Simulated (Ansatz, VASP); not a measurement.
TlCl: VASP beside Ansatz

```
Tl Cl
1.0
     3.89686    0.00000    0.00000
     0.00000    3.89686    0.00000
     0.00000    0.00000    3.89686
Tl Cl
1 1
Cartesian
  0.0000 0.0000 0.0000
  1.9484 1.9484 1.9484
```

Alike in both runs: task single point; functional PBE; k mesh 6 × 6 × 6; occupations gaussian, width 0.05 eV; non-collinear spin, spin-orbit coupling.

|  | VASP | Ansatz |
| --- | --- | --- |
| version | VASP 6.6.1 | Ansatz 0.2.0 |
| potentials or method | VASP PAW PBE potentials, release 64 (Tl_d, Cl), cutoff 500 eV | plane waves, PAW |
| valence electrons in the cell | 20 | 20 |

|  | VASP | Ansatz | Ansatz less VASP |
| --- | --- | --- | --- |
| pressure (GPa) | -0.1 | -0.1 | +0.04 |

The functional is the same, so the differences come from potentials, cutoffs and numerics.
